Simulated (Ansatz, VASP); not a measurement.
## Two plane-wave programs on Rh

```xyz
1
Lattice="2.6340 0.0000 0.0000 -1.3170 2.2811 0.0000 0.0000 0.0000 2.5477" Properties=species:S:1:pos:R:3 pbc="T T T"
Rh    0.0000    0.0000    0.0000
```

Alike in both runs: task relaxation of cell and atoms; functional PBE; k mesh 24 × 24 × 22; occupations gaussian, width 0.1 eV; no spin polarisation.

|  | VASP | Ansatz |
| --- | --- | --- |
| version | VASP 6.6.1 | Ansatz 0.2.0 |
| potentials or method | VASP PAW PBE potentials, release 64 (Rh_pv), cutoff 600 eV | scalar-relativistic, plane waves, PAW |
| valence electrons in the cell | 15 | 17 |

|  | VASP | Ansatz | Ansatz less VASP |
| --- | --- | --- | --- |
| gap on the k mesh at the Fermi level, each at its own relaxed structure (eV) | none | none | - |
| relaxed volume (Å³/atom) | 15.31 | 15.32 | +0.005 |
| relaxed length of the cell vector where the two differ most in proportion (Å) | 2.542 | 2.543 | +0.0005 |

A gap of «none» marks a metal or a gap that the smearing closes. VASP's potentials hold 15 valence electrons a cell and Ansatz's 17, so a difference there can come from the potentials and not from the codes.
